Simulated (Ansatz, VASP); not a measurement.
## Two plane-wave programs on Ga2O3

```
Ga O
1.0
     2.52878    1.45999    4.54095
    -2.52878    1.45999    4.54095
     0.00000   -2.91998    4.54095
Ga O
4 6
Direct
  0.35584 0.35584 0.35584
  0.14416 0.14416 0.14416
  0.64416 0.64416 0.64416
  0.85584 0.85584 0.85584
  0.55313 0.94687 0.25000
  0.25000 0.55313 0.94687
  0.94687 0.25000 0.55313
  0.44687 0.05313 0.75000
  0.75000 0.44687 0.05313
  0.05313 0.75000 0.44687
```

Alike in both runs: functional PBE; k mesh 9 × 9 × 9; occupations gaussian, width 0.02 eV; no spin polarisation.

Ansatz relaxed the structure, and its values are those at the end. VASP's run is a single point on that final structure, the one shown.

|  | VASP | Ansatz |
| --- | --- | --- |
| version | VASP 6.6.1 | Ansatz 0.2.0 |
| potentials or method | VASP PAW PBE potentials, release 64 (Ga_d, O), cutoff 520 eV | scalar-relativistic, plane waves, PAW |
| valence electrons in the cell | 88 | 88 |

```tsv
	VASP	Ansatz	Ansatz less VASP
gap on the k mesh at the Fermi level (eV)	2.41	2.42	+0.009
least direct gap on the mesh (eV)	2.63	2.63	+0.008
pressure (GPa)	1.0	0.0	-0.97
rms of the force components (eV/Å)	0.004	0.000	-0.0040
```
